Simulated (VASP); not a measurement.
# Nb in VASP: relaxation of the atoms with LDA

Aim: the relaxation of the atoms of Nb with LDA.

Everything below comes from runs of VASP 6.6.1. Logs are shortened: lines on timing, memory, paths and dates and some standing lists are left out, and cuts for length are marked.

### Step 1. The cell of the first run

The cell holds a slab with vacuum, 3 atoms: a = 2.927 Å, b = 2.927 Å, c = 18.139 Å, α = 90.00°, β = 90.00°, γ = 90.00°.

### Step 2. Relaxation of the atoms, LDA

File INCAR:

```
SYSTEM = Nb
  ALGO = Normal
  DIPOL = 0.5 0.5 0.500
  EDIFF = 1E-6
  EDIFFG = -0.03
  ENCUT = 520
  GGA = CA
  IBRION = 2
  IDIPOL = 3
  ISIF = 2
  ISMEAR = 0
  LASPH = .TRUE.
  LCHARG = .FALSE.
  LDIPOL = .TRUE.
  LREAL = .FALSE.
  LUSENCCL = .FALSE.
  LWAVE = .FALSE.
  NELM = 80
  NSW = 70
  PREC = Accurate
  SIGMA = 0.1
```

File KPOINTS:

```
k-points
0
G
  10 10 1
  0 0 0
```

File POSCAR:

```
Nb
1.0
    2.9270177637      0.0000000000      0.0000000000
    0.0000000000      2.9270177637      0.0000000000
    0.0000000000      0.0000000000     18.1394282187
Nb
3
Selective dynamics
Direct
    0.5000000000      0.5000000000      0.3858997051  F F F
    0.0000000000      0.0000000000      0.5000000000  T T T
    0.5000000000      0.5000000000      0.6141002949  T T T
```

Potentials or basis: VASP PAW LDA potentials, release 64 (Nb_sv).

Started as:

```console
> cat potpaw_LDA.64/Nb_sv/POTCAR > POTCAR
> mpirun -np 1 vasp_std > vasp.out
```

OUTCAR:

```text
SYSTEM = Nb
   EDIFF = 1E-6
   EDIFFG = -0.03
   ENCUT = 520
   GGA = CA
   IBRION = 2
   ISIF = 2
   ISMEAR = 0
   LASPH = .TRUE.
   LREAL = .FALSE.
   NELM = 80
   NSW = 70
   PREC = Accurate

 ion  position               nearest neighbor table
   1  0.500  0.500  0.386-   2 2.93   2 2.93   2 2.93   2 2.93
   2  0.000  0.000  0.500-   1 2.93   3 2.93   1 2.93   3 2.93   1 2.93   3 2.93   1 2.93   3 2.93

   3  0.500  0.500  0.614-   2 2.93   2 2.93   2 2.93   2 2.93

  LATTYP: Found a simple tetragonal cell.
 ALAT       =     2.9270177637
 C/A-ratio  =     6.1972388564

  Lattice vectors:

 A1 = (   2.9270177637,   0.0000000000,   0.0000000000)
 A2 = (   0.0000000000,   2.9270177637,   0.0000000000)
 A3 = (   0.0000000000,   0.0000000000,  18.1394282187)

Analysis of symmetry for initial positions (statically):
=====================================================================
 Subroutine PRICEL returns:
 Original cell was already a primitive cell.

 Routine SETGRP: Setting up the symmetry group for a
 simple tetragonal supercell.

 Subroutine GETGRP returns: Found 16 space group operations
 (whereof 16 operations were pure point group operations)
 out of a pool of 16 trial point group operations.

The static configuration has the point symmetry D_4h.

Analysis of symmetry for dynamics (positions and initial velocities):
=====================================================================
 Subroutine PRICEL returns:
 Original cell was already a primitive cell.

 Routine SETGRP: Setting up the symmetry group for a
 simple tetragonal supercell.

 Subroutine GETGRP returns: Found 16 space group operations
 (whereof 16 operations were pure point group operations)
 out of a pool of 16 trial point group operations.

The dynamic configuration has the point symmetry D_4h.

Analysis of constrained symmetry for selective dynamics:
=====================================================================
 Subroutine PRICEL returns:
 Original cell was already a primitive cell.

 Routine SETGRP: Setting up the symmetry group for a
 simple tetragonal supercell.

 Subroutine GETGRP returns: Found  8 space group operations
 (whereof  8 operations were pure point group operations)
[... 139 lines left out ...]

--------------------------------------- Ionic step        1  -------------------------------------------

 number of electron      38.9999999 magnetization

 Free energy of the ion-electron system (eV)
  ---------------------------------------------------
  ext. energy  EPLUGINS =         0.00000000
  ---------------------------------------------------
  free energy    TOTEN  =       -30.14299354 eV

  energy without entropy =      -30.11353713  energy(sigma->0) =      -30.12826534

------------------------ aborting loop because EDIFF is reached ----------------------------------------

  FORCE on cell =-STRESS in cart. coord.  units (eV):
  Direction    XX          YY          ZZ          XY          YZ          ZX
  --------------------------------------------------------------------------------------
  -------------------------------------------------------------------------------------
  Total       -7.3823168     -7.3823168      0.5385327      0.0000000      0.0000000      0.0000000
  in kB      -76.1077619    -76.1077619      5.5519854      0.0000000      0.0000000      0.0000000
  external PRESSURE =     -48.8878461 kB  Pullay stress =       0.0000000 kB
[... 137 lines left out ...]
 number of electron      38.9999999 magnetization

------------------------ aborting loop because EDIFF is reached ----------------------------------------

 vacuum level on the upper side and lower side of the slab       (xc-potential included)         0.009        -0.027

  FORCE on cell =-STRESS in cart. coord.  units (eV):
  Direction    XX          YY          ZZ          XY          YZ          ZX
  --------------------------------------------------------------------------------------
  -------------------------------------------------------------------------------------
  Total       -7.7473707     -7.7473707      0.2467917      0.0000000      0.0000000      0.0000000
  in kB      -79.8712735    -79.8712735      2.5442913      0.0000000      0.0000000      0.0000000
  external PRESSURE =     -52.3994186 kB  Pullay stress =       0.0000000 kB
[... 129 lines left out ...]
  FREE ENERGIE OF THE ION-ELECTRON SYSTEM (eV)
  ---------------------------------------------------
  free  energy   TOTEN  =       -30.1466310400 eV

  energy  without entropy=      -30.1166411123  energy(sigma->0) =      -30.13163608

 dipolmoment           0.000000      0.000000      0.001617 electrons x Angstroem

--------------------------------------- Ionic step        9  -------------------------------------------

 number of electron      38.9999999 magnetization

 dipolmoment           0.000000      0.000000     -0.000256 electrons x Angstroem

 Free energy of the ion-electron system (eV)
  ---------------------------------------------------
  ext. energy  EPLUGINS =         0.00000000
  ---------------------------------------------------
  free energy    TOTEN  =       -30.14710098 eV

  energy without entropy =      -30.11699710  energy(sigma->0) =      -30.13204904

 E-fermi :   1.0961     XC(G=0):  -5.7224

 val. band max:        1.0949867565   @ k =   0.5000   0.1000   0.0000
 cond. band min:       1.1047597218   @ k =   0.2000   0.2000   0.0000
 fundamental gap:      0.0097729653
 Fermi energy:         1.0961471260

 k-point     1 :       0.0000    0.0000    0.0000
  band No.  band energies     occupation
      1     -53.5661      2.00000
      2     -53.4995      2.00000
      3     -53.3325      2.00000
      4     -30.1517      2.00000
      5     -29.7943      2.00000
      6     -29.4256      2.00000
[... 535 lines left out ...]
     22       3.3487      0.00000
     23       4.2942      0.00000

------------------------ aborting loop because EDIFF is reached ----------------------------------------

 vacuum level on the upper side and lower side of the slab       (xc-potential included)        -0.064        -0.162

  FORCE on cell =-STRESS in cart. coord.  units (eV):
  Direction    XX          YY          ZZ          XY          YZ          ZX
  --------------------------------------------------------------------------------------
  -------------------------------------------------------------------------------------
  Total       -8.0653176     -8.0653176     -0.0251645      0.0000000      0.0000000      0.0000000
  in kB      -83.1491376    -83.1491376     -0.2594329      0.0000000      0.0000000      0.0000000
  external PRESSURE =     -55.5192360 kB  Pullay stress =       0.0000000 kB
[... 18 lines left out ...]
  FREE ENERGIE OF THE ION-ELECTRON SYSTEM (eV)
  ---------------------------------------------------
  free  energy   TOTEN  =       -30.1471009797 eV

  energy  without entropy=      -30.1169971023  energy(sigma->0) =      -30.13204904

 reached required accuracy - stopping structural energy minimisation

 vacuum level on the upper side and lower side of the slab         5.733         5.659
```

OSZICAR:

```text
N       E                     dE             d eps       ncg     rms          rms(c)
DAV:   1     0.446560570722E+03    0.44656E+03   -0.21705E+04  1206   0.151E+03
DAV:   2     0.139110842213E+02   -0.43265E+03   -0.42487E+03  1241   0.655E+02
DAV:   3    -0.292549989211E+02   -0.43166E+02   -0.42835E+02  1836   0.134E+02
[... 98 lines left out ...]
DAV:   4    -0.301472352910E+02    0.88752E-03   -0.61852E-03  1653   0.552E-01    0.117E-01
DAV:   5    -0.301471068597E+02    0.12843E-03   -0.13152E-03  1806   0.395E-01    0.296E-02
DAV:   6    -0.301471091963E+02   -0.23366E-05   -0.22922E-04  1505   0.152E-01    0.204E-02
DAV:   7    -0.301471039010E+02    0.52953E-05   -0.10819E-04  1740   0.880E-02    0.142E-02
DAV:   8    -0.301471001296E+02    0.37714E-05   -0.25865E-05  1526   0.472E-02    0.571E-03
DAV:   9    -0.301471009797E+02   -0.85012E-06   -0.41394E-06  1013   0.208E-02
   9 F= -.30147101E+02 E0= -.30132049E+02  d E =-.190504E-02
```

CONTCAR:

```text
Nb
    1.000000000000000
     2.9270177636999999    0.0000000000000000    0.0000000000000000
     0.0000000000000000    2.9270177636999999    0.0000000000000000
     0.0000000000000000    0.0000000000000000   18.1394282187000009
  Nb
     3
Selective dynamics
Direct
     0.5000000000000000    0.5000000000000000    0.3858997051000017   F   F   F
     0.0000000000000000    0.0000000000000000    0.5016189915027839   T   T   T
     0.5000000000000000    0.5000000000000000    0.6173063824487917   T   T   T

  0.00000000E+00  0.00000000E+00  0.00000000E+00
  0.00000000E+00  0.00000000E+00  0.00000000E+00
  0.00000000E+00  0.00000000E+00  0.00000000E+00
```

Wall time 6.3 min (1 × NVIDIA H100 80GB with 1 thread of AMD EPYC 7R13 (Zen 3), shared host); peak memory 1.3 GiB.

What came out:

```yaml
Free_energy: -30.1471 eV
Energy_gained_by_relaxing: 1.4 meV/atom
Ionic_steps: 9
Band_gap_on_the_k_mesh: zero (an odd number of electrons rules out a gap without spin polarisation)
```

Step by step:
```tsv
step	energy change (eV)	largest force on free atoms (eV/Å)	pressure (GPa)
1	0.0000	0.1392	-4.89
2	-0.0008	0.1080	-4.97
3	-0.0020	0.0951	-5.16
4	-0.0010	0.2271	-5.51
5	-0.0022	0.1277	-5.24
6	-0.0030	0.0968	-5.32
7	-0.0039	0.0415	-5.45
8	-0.0036	0.0673	-5.71
9	-0.0041	0.0041	-5.55
```

Final structure:
```
Nb
1.0
     2.92702    0.00000    0.00000
     0.00000    2.92702    0.00000
     0.00000    0.00000   18.13943
Nb
3
Direct
  0.50000 0.50000 0.38590
  0.00000 0.00000 0.50162
  0.50000 0.50000 0.61731
```

Levels at points of the mesh, in eV from the Fermi level:
| k point | band 16 | band 17 | band 18 | band 19 | band 20 | band 21 | band 22 | band 23 |
| --- | --- | --- | --- | --- | --- | --- | --- | --- |
| (0.00, 0.00, 0.00) | -3.18 | -2.06 | -0.79 | -0.42 | -0.05 | 0.58 | 0.58 | 1.72 |
| (0.50, 0.00, 0.00) | -1.38 | -0.75 | -0.66 | -0.50 | 0.22 | 0.32 | 0.42 | 1.40 |
| (0.50, 0.50, 0.00) | -2.88 | -2.73 | -0.84 | -0.84 | 1.73 | 2.25 | 2.25 | 3.20 |
